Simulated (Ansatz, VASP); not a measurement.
MgO in VASP and in Ansatz

```xyz
2
Lattice="0.0000 2.1056 2.1056 2.1056 0.0000 2.1056 2.1056 2.1056 0.0000" Properties=species:S:1:pos:R:3 pbc="T T T"
Mg    0.0000    0.0000    0.0000
O     2.1056    2.1056    2.1056
```

Alike in both runs: task single point; functional PBE; k mesh 8 × 8 × 8; occupations fermi-dirac, width 0.02 eV; no spin polarisation.

```csv
,VASP,Ansatz
version,VASP 6.6.1,Ansatz 0.2.0
potentials or method,"VASP PAW PBE potentials, release 64 (Mg, O), cutoff 600 eV","PAW, plane waves, scalar-relativistic"
valence electrons in the cell,8,16
```

```tsv
	VASP	Ansatz	Ansatz less VASP
pressure (GPa)	3.8	4.8	+0.98
```

With one functional, cell and mesh, what is left measures potentials, basis and numerics. VASP's potentials hold 8 valence electrons a cell and Ansatz's 16, so a difference there can come from the potentials and not from the codes.
